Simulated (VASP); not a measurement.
# Ir4Pt (P-3m1) in VASP: further runs

Ir4Pt is run at these levels: PBE; tasks: single point.

All numbers are computed with VASP 6.6.1; they aren't measurements. Logs are shortened: lines on timing, memory, paths and dates and some standing lists are left out, and cuts for length are marked.

## Step 1: The cell of the first run

Symmetry: P-3m1, No. 164, trigonal system. The conventional cell has a = 2.700 Å, b = 2.700 Å, c = 10.975 Å, α = 90.00°, β = 90.00°, γ = 120.00°. Ir (site symmetry 3m) has 9 Ir at 2.66 to 2.70 Å and 3 Pt at 2.72 Å within 3.5 Å. Within 3.5 Å of Ir (site symmetry 3m) lie 12 Ir at 2.66 to 2.70 Å. Pt (site symmetry -3m) has 6 Pt at 2.70 Å and 6 Ir at 2.72 Å within 3.6 Å.

## Step 2: Single point, PBE (13.86 Å³/atom)

The input, INCAR:

```
  ALGO = Fast
  EDIFF = 1E-6
  ENCUT = 520
  GGA = PE
  ISIF = 2
  ISMEAR = 0
  LASPH = True
  LCHARG = False
  LREAL = False
  LWAVE = False
  NBANDS = 31
  NELM = 80
  PREC = Accurate
  SIGMA = 0.1
```

The input, KPOINTS:

```
k-points
0
Gamma
  12 12 4
```

The input, POSCAR:

```
Ir4Pt
1.0
    2.7002160734      0.0000000000      0.0000000000
   -1.3501080367      2.3384557153      0.0000000000
    0.0000000000      0.0000000000     10.9752699940
Ir Pt
4 1
Direct
    0.3333333333      0.6666666667      0.7967995191
    0.3333333333      0.6666666667      0.3997606179
    0.6666666667      0.3333333333      0.2032004809
    0.6666666667      0.3333333333      0.6002393821
    0.0000000000      0.0000000000      0.0000000000
```

Potentials or basis: VASP PAW PBE potentials, release 64 (Ir, Pt).

The run is started by

```console
cat potpaw_PBE.64/Ir/POTCAR potpaw_PBE.64/Pt/POTCAR > POTCAR
mpirun -np 1 vasp_std > vasp.out
```

OUTCAR:

```text
EDIFF = 1E-6
   ENCUT = 520
   GGA = PE
   ISIF = 2
   ISMEAR = 0
   LASPH = True
   LREAL = False
   NELM = 80
   PREC = Accurate

 ion  position               nearest neighbor table
   1  0.333  0.667  0.797-   4 2.66   4 2.66   4 2.66   5 2.72   5 2.72   5 2.72
   2  0.333  0.667  0.400-   3 2.66   3 2.66   3 2.66   4 2.70   4 2.70   4 2.70
   3  0.667  0.333  0.203-   2 2.66   2 2.66   2 2.66   5 2.72   5 2.72   5 2.72
   4  0.667  0.333  0.600-   1 2.66   1 2.66   1 2.66   2 2.70   2 2.70   2 2.70
   5  0.000  0.000  0.000-   1 2.72   3 2.72   3 2.72   1 2.72   3 2.72   1 2.72

  LATTYP: Found a hexagonal cell.
 ALAT       =     2.7002160734
 C/A-ratio  =     4.0645895349

  Lattice vectors:

 A1 = (   2.7002160734,   0.0000000000,   0.0000000000)
 A2 = (  -1.3501080367,   2.3384557153,   0.0000000000)
 A3 = (   0.0000000000,   0.0000000000,  10.9752699940)

Analysis of symmetry for initial positions (statically):
=====================================================================
 Subroutine PRICEL returns:
 Original cell was already a primitive cell.

 Routine SETGRP: Setting up the symmetry group for a
 hexagonal supercell.

 Subroutine GETGRP returns: Found 12 space group operations
 (whereof 12 operations were pure point group operations)
 out of a pool of 24 trial point group operations.

The static configuration has the point symmetry D_3d.

Analysis of symmetry for dynamics (positions and initial velocities):
=====================================================================
 Subroutine PRICEL returns:
 Original cell was already a primitive cell.

 Routine SETGRP: Setting up the symmetry group for a
 hexagonal supercell.

 Subroutine GETGRP returns: Found 12 space group operations
 (whereof 12 operations were pure point group operations)
 out of a pool of 24 trial point group operations.

The dynamic configuration has the point symmetry D_3d.

 Subroutine INISYM returns: Found 12 space group operations
 (whereof 12 operations are pure point group operations),
 and found     1 'primitive' translations

----------------------------------------------------------------------------------------

                                     Primitive cell

  volume of cell :      69.3015

  direct lattice vectors                    reciprocal lattice vectors
     2.700216073  0.000000000  0.000000000     0.370340733  0.213816322  0.000000000
    -1.350108037  2.338455715  0.000000000     0.000000000  0.427632644  0.000000000
     0.000000000  0.000000000 10.975269994     0.000000000  0.000000000  0.091113932

  length of vectors
     2.700216073  2.700216073 10.975269994     0.427632644  0.427632644  0.091113932

  position of ions in fractional coordinates (direct lattice)
     0.333333333  0.666666667  0.796799519
     0.333333333  0.666666667  0.399760618
     0.666666667  0.333333333  0.203200481
     0.666666667  0.333333333  0.600239382
     0.000000000  0.000000000  0.000000000

  ion indices of the primitive-cell ions
   primitive index   ion index
                 1           1
                 2           2
                 3           3
                 4           4
                 5           5

----------------------------------------------------------------------------------------

 KPOINTS: k-points

Automatic generation of k-mesh.
 Grid dimensions read from file:
 generate k-points for:   12   12    4

 Generating k-lattice:

  Cartesian coordinates                     Fractional coordinates (reciprocal lattice)
     0.030861728  0.017818027  0.000000000     0.083333333  0.000000000  0.000000000
     0.000000000  0.035636054  0.000000000     0.000000000  0.083333333  0.000000000
     0.000000000  0.000000000  0.022778483     0.000000000  0.000000000  0.250000000

  Length of vectors
     0.035636054  0.035636054  0.022778483

  Shift w.r.t. Gamma in fractional coordinates (k-lattice)
     0.000000000  0.000000000  0.000000000

 Subroutine IBZKPT returns following result:
 ===========================================

 Found     69 irreducible k-points:

 Following reciprocal coordinates:
            Coordinates               Weight
  0.000000  0.000000  0.000000      1.000000
  0.083333  0.000000  0.000000      6.000000
  0.166667  0.000000  0.000000      6.000000
  0.250000  0.000000  0.000000      6.000000
  0.333333  0.000000  0.000000      6.000000
  0.416667  0.000000  0.000000      6.000000
[... 16 lines left out ...]
  0.166667  0.000000  0.250000      6.000000
  0.000000  0.166667  0.250000      6.000000
 [... further k-points ...]
   k-points           NKPTS =     69   k-points in BZ     NKDIM =     69   number of bands    NBANDS=     31
   number of dos      NEDOS =    301   number of ions     NIONS =      5
   total plane-waves  NPLWV =  33600
   dimension x,y,z NGX =    20 NGY =   20 NGZ =   84
   dimension x,y,z NGXF=    40 NGYF=   40 NGZF=  168
   ions per type =               4   1
   NGX,Y,Z   is equivalent  to a cutoff of  12.31, 12.31, 12.72 a.u.
   NGXF,Y,Z  is equivalent  to a cutoff of  24.63, 24.63, 25.45 a.u.
 SYSTEM =  unknown system
   PREC   = accura    normal or accurate (medium, high low for compatibility)
   ISTART =      0    job   : 0-new  1-cont  2-samecut
   ICHARG =      2    charge: 1-file 2-atom 10-const
   ISPIN  =      1    spin polarized calculation?
   LNONCOLLINEAR =      F non collinear calculations
   LSORBIT =      F    spin-orbit coupling
   LASPH  =      T    aspherical Exc in radial PAW
   ENCUT  =  520.0 eV  38.22 Ry    6.18 a.u.   5.02  5.02 20.41*2*pi/ulx,y,z
   NELM   =     80;   NELMIN=  2; NELMDL= -5     # of ELM steps
   EDIFF  = 0.1E-05   stopping-criterion for ELM
   LREAL  =      F    real-space projection
   EDIFFG = 0.1E-04   stopping-criterion for IOM
   NSW    =      0    number of steps for IOM
   IBRION =     -1    ionic relax: 0-MD 1-quasi-New 2-CG
   NFREE  =      0    steps in history (QN), initial steepest desc. (CG)
   ISIF   =      2    stress and relaxation
   ISYM   =      2    0-nonsym 1-usesym 2-fastsym
   POTIM  = 0.5000    time-step for ionic-motion
   TEBEG  =    0.0;   TEEND  =   0.0 temperature during run
   PSTRESS=    0.0 pullay stress
   NELECT =      46.0000    total number of electrons
   NUPDOWN=      -1.0000    fix difference up-down
   EMIN   =  10.00;   EMAX   =-10.00  energy-range for DOS
   EFERMI =   0.00;   METHOD = LEGACY
   ISMEAR =     0;   SIGMA  =   0.10  broadening in eV -4-tet -1-fermi 0-gaus
   EFERMI_NEDOS =   21; number of points for ismear=-14 and -15
   IALGO  =     68    algorithm
   IMIX   =      4    mixing-type and parameters
     AMIX     =   0.40;   BMIX     =  1.00
     AMIX_MAG =   1.60;   BMIX_MAG =  1.00
  volume/ion in A,a.u.               =      13.86        93.53
  Fermi-wavevector in a.u.,A,eV,Ry     =   1.428060  2.698642 27.747118  2.039356
  Thomas-Fermi vector in A             =   2.548163
   LORBIT       =      0    0 simple, 1 ext, 2 COOP (PROOUT), +10 PAW based schemes
   GGA     = PE    functional components
   LHFCALC =     F    Hartree Fock is set to
   AEXX    =    0.0000 exact exchange contribution
   IVDW    =     0    specifies the selected vdW correction
   LEPSILON=     F    determine dielectric tensor
   LRPA    =     F    only Hartree local field effects (RPA)
 non-spin polarized calculation
 RMM-DIIS sequential band-by-band and
 Gauss-broadening in eV      SIGMA  =   0.10
  energy-cutoff  :      520.00
  volume of cell :       69.30
 maximum number of plane-waves:      1908
   NGX =  9   NGY =  9   NGZ = 41

 number of electron      45.9999999 magnetization

 Free energy of the ion-electron system (eV)
  ---------------------------------------------------
  ext. energy  EPLUGINS =         0.00000000
  ---------------------------------------------------
  free energy    TOTEN  =       -40.91194969 eV

  energy without entropy =      -40.88229051  energy(sigma->0) =      -40.89712010

 E-fermi :  11.2991     XC(G=0): -14.0885

 val. band max:       11.2976575087   @ k =   0.1667   0.0000   0.5000
 cond. band min:      11.3097941596   @ k =   0.2500   0.2500   0.0000
 fundamental gap:      0.0121366510
 Fermi energy:        11.2991383354

 k-point     1 :       0.0000    0.0000    0.0000
  band No.  band energies     occupation
      1      -0.1172      2.00000
      2       1.5027      2.00000
      3       1.5066      2.00000
      4       2.8718      2.00000
      5       2.9761      2.00000
      6       6.3698      2.00000
[... 23 lines left out ...]
     30      11.6219      0.00001
     31      20.1981      0.00000

 k-point     2 :       0.0833    0.0000    0.0000
  band No.  band energies     occupation
      1       0.1591      2.00000
      2       1.7585      2.00000
      3       1.7595      2.00000
      4       3.1301      2.00000
      5       3.2366      2.00000
      6       6.1869      2.00000
[... 23 lines left out ...]
     30      12.4219      0.00000
     31      20.1958      0.00000

 k-point     3 :       0.1667    0.0000    0.0000
  band No.  band energies     occupation
      1       0.9343      2.00000
      2       2.4132      2.00000
      3       2.4216      2.00000
      4       3.7635      2.00000
      5       3.9232      2.00000
      6       5.7586      2.00000
[... 23 lines left out ...]
     30      13.8081      0.00000
     31      20.2706      0.00000

 k-point     4 :       0.2500    0.0000    0.0000
  band No.  band energies     occupation
      1       2.0127      2.00000
      2       3.0498      2.00000
      3       3.1312      2.00000
      4       4.1472      2.00000
      5       4.5721      2.00000
      6       5.2241      2.00000
[... 23 lines left out ...]
     30      14.9338      0.00000
     31      20.3883      0.00000

 k-point     5 :       0.3333    0.0000    0.0000
  band No.  band energies     occupation
      1       2.9172      2.00000
      2       3.2097      2.00000
      3       3.4815      2.00000
      4       3.9003      2.00000
      5       4.3745      2.00000
      6       4.6247      2.00000
[... 23 lines left out ...]
     30      15.7653      0.00000
     31      20.3069      0.00000
[... 542 lines left out ...]
     30      12.9344      0.00000
     31      18.9743      0.00000

 k-point    22 :       0.0000    0.0833    0.2500
  band No.  band energies     occupation
      1       0.2688      2.00000
      2       1.1256      2.00000
      3       2.3982      2.00000
      4       3.1024      2.00000
      5       3.2048      2.00000
      6       6.2268      2.00000
[... 23 lines left out ...]
     30      12.8258      0.00000
     31      18.9480      0.00000

 k-point    23 :       0.1667    0.0000    0.2500
  band No.  band energies     occupation
      1       1.0234      2.00000
      2       1.8354      2.00000
      3       3.0723      2.00000
      4       3.7463      2.00000
      5       3.8475      2.00000
      6       5.8473      2.00000
[... 23 lines left out ...]
     30      14.6506      0.00000
     31      19.0335      0.00000

 k-point    24 :       0.0000    0.1667    0.2500
  band No.  band energies     occupation
      1       1.0424      2.00000
      2       1.8058      2.00000
      3       3.0351      2.00000
      4       3.7450      2.00000
      5       3.9167      2.00000
      6       5.6341      2.00000
[... 23 lines left out ...]
     30      14.5557      0.00000
     31      18.8004      0.00000

 [... further k-points ...]
[... 5 lines left out ...]
  --------------------------------------------------------------------------------------
  -------------------------------------------------------------------------------------
  Total       10.3297795     10.3297795     10.3654602      0.0000000      0.0000000     -0.0000000
  in kB      238.8134340    238.8134340    239.6383325      0.0000000      0.0000000     -0.0000000
  external PRESSURE =     239.0884002 kB  Pullay stress =       0.0000000 kB

 VOLUME and BASIS-vectors are now :
 -----------------------------------------------------------------------------
  energy-cutoff  :      520.00
  volume of cell :       69.30
      direct lattice vectors                 reciprocal lattice vectors
     2.700216073  0.000000000  0.000000000     0.370340733  0.213816322  0.000000000
    -1.350108037  2.338455715  0.000000000     0.000000000  0.427632644  0.000000000
     0.000000000  0.000000000 10.975269994     0.000000000  0.000000000  0.091113932

 POSITION                                       TOTAL-FORCE (eV/Angst)
 -----------------------------------------------------------------------------------
     -0.00000      1.55897      8.74509         0.000000      0.000000      0.045638
     -0.00000      1.55897      4.38748        -0.000000     -0.000000      0.012181
      1.35011      0.77949      2.23018        -0.000000      0.000000     -0.045638
      1.35011      0.77949      6.58779         0.000000      0.000000     -0.012181
      0.00000      0.00000      0.00000        -0.000000      0.000000     -0.000000
 -----------------------------------------------------------------------------------
    total drift:                                0.000000      0.000000      0.000000

  FREE ENERGIE OF THE ION-ELECTRON SYSTEM (eV)
  ---------------------------------------------------
  free  energy   TOTEN  =       -40.9119496914 eV

  energy  without entropy=      -40.8822905139  energy(sigma->0) =      -40.89712010
```

Run time: 69 s. Hardware: 1 thread of Intel Xeon 6975P-C (Granite Rapids), shared host; peak memory 0.27 GiB.

What came out:

* Free energy: -40.9119 eV
* Pressure: 23.9 GPa
* Largest force: 0.046 eV/Å
* Band gap on the k mesh: zero (bands 23 and 24 overlap by 2.84 eV)

Forces on the atoms (eV/Å):
```
Ir   0.000  0.000  0.046
Ir   0.000  0.000  0.012
Ir   0.000  0.000 -0.046
Ir   0.000  0.000 -0.012
Pt   0.000  0.000  0.000
```

Levels at points of the mesh, in eV from the Fermi level:
```csv
k point,band 19,band 20,band 21,band 22,band 23,band 24,band 25,band 26
"(0.00, 0.00, 0.00)",-2.32,-2.29,-1.87,-1.87,-1.77,-1.77,-1.06,-1.06
"(0.50, 0.00, 0.00)",-0.01,-0.01,0.69,0.80,0.81,1.01,1.22,1.33
"(0.00, 0.00, 0.50)",-3.46,-1.99,-1.99,-1.83,-1.83,-0.87,-0.72,-0.72
"(0.50, 0.00, 0.50)",0.06,0.30,0.62,0.81,0.99,1.08,1.24,1.26
```

Caveat: the cell stands under pressure; spin-orbit coupling is left out, which moves the levels of the heavy elements.

## Step 3: Single point, PBE

This run uses another cell than the first one, of 14.75 Å³/atom.

The input, INCAR:

```
PREC = Accurate ; ENCUT = 520
EDIFF = 1E-7 ; ISMEAR = 0
SIGMA = 0.1 ; LREAL = F
LASPH = T ; NELM = 100
ALGO = Fast ; ISIF = 2
LWAVE = F ; LCHARG = T
GGA = PE ; LELF = T
LVHAR = T ; NBANDS = 31
```

The input, KPOINTS:

```
regular mesh
0
Gamma
  12 12 4
```

The input, POSCAR:

```
Ir4Pt
1.0
    2.7564803803      0.0000000000      0.0000000000
   -1.3782401902      2.3871820344      0.0000000000
    0.0000000000      0.0000000000     11.2040382835
Ir Pt
4 1
Direct
    0.3333333333      0.6666666667      0.7957608333
    0.3333333333      0.6666666667      0.3997966258
    0.6666666667      0.3333333333      0.2042391667
    0.6666666667      0.3333333333      0.6002033742
    0.0000000000      0.0000000000      0.0000000000
```

Potentials or basis: VASP PAW PBE potentials, release 64 (Ir, Pt).

The run is started by

```console
cat potpaw_PBE.64/Ir/POTCAR potpaw_PBE.64/Pt/POTCAR > POTCAR
mpirun -np 1 vasp_std > vasp.out
```

It took 1.7 min on 1 thread of Intel Xeon 6975P-C (Granite Rapids), shared host; peak memory 0.3 GiB.

The run converged. Its results:

```yaml
Free_energy: -41.2270 eV
Pressure: 0.2 GPa
Largest_force: 0.035 eV/Å
Band_gap_on_the_k_mesh: zero (bands 23 and 24 overlap by 2.55 eV)
```

Forces in eV/Å, atoms in the order of the input:
```
Ir   0.000  0.000  0.035
Ir   0.000  0.000  0.011
Ir   0.000  0.000 -0.035
Ir   0.000  0.000 -0.011
Pt   0.000  0.000  0.000
```

Levels at points of the mesh, in eV from the Fermi level:
```csv
k point,band 19,band 20,band 21,band 22,band 23,band 24,band 25,band 26
"(0.00, 0.00, 0.00)",-2.08,-2.06,-1.72,-1.72,-1.59,-1.59,-0.96,-0.96
"(0.50, 0.00, 0.00)",-0.01,0.10,0.60,0.69,0.71,0.88,1.08,1.18
"(0.00, 0.00, 0.50)",-3.15,-1.82,-1.82,-1.64,-1.64,-0.68,-0.68,-0.68
"(0.50, 0.00, 0.50)",0.05,0.29,0.70,0.70,0.86,0.95,1.11,1.12
```

Caveat: spin-orbit coupling is left out, which moves the levels of the heavy elements.
